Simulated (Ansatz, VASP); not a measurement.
One calculation of MgBe2F4, two programs

```
CELL_PARAMETERS angstrom
3.04288 -4.79571 0.00000
3.04288 4.79571 0.00000
0.00000 0.00000 6.55748
ATOMIC_POSITIONS crystal
Mg 0.00000 0.50000 0.00000
Mg 0.50000 0.00000 0.00000
Be 0.75000 0.25000 0.39918
Be 0.25000 0.75000 0.60082
Be 0.00000 0.00000 0.00000
Be 0.50000 0.50000 0.00000
F 0.00000 0.50000 0.50000
F 0.50000 0.00000 0.50000
F 0.88511 0.11489 0.25766
F 0.61489 0.38511 0.25766
F 0.11489 0.88511 0.74234
F 0.38511 0.61489 0.74234
F 0.25000 0.25000 0.00000
F 0.75000 0.75000 0.00000
```

Alike in both runs: functional PBE; k mesh 8 × 8 × 6; occupations gaussian, width 0.02 eV; no spin polarisation.

Ansatz relaxed the structure, and its values are those at the end. VASP's run is a single point on that final structure, the one shown.

```csv
,VASP,Ansatz
version,VASP 6.6.1,Ansatz 0.2.0
potentials or method,"VASP PAW PBE potentials, release 64 (Mg, Be, F), cutoff 520 eV","scalar-relativistic, plane waves, PAW"
valence electrons in the cell,68,84
```

```tsv
	VASP	Ansatz	Ansatz less VASP
gap on the k mesh at the Fermi level (eV)	0.43	0.42	-0.002
least direct gap on the mesh (eV)	0.43	0.42	-0.002
pressure (GPa)	-0.1	0.0	+0.17
rms of the force components (eV/Å)	0.020	0.001	-0.0187
```

The functional is the same, so the differences come from potentials, cutoffs and numerics. VASP's potentials hold 68 valence electrons a cell and Ansatz's 84, so a difference there can come from the potentials and not from the codes.
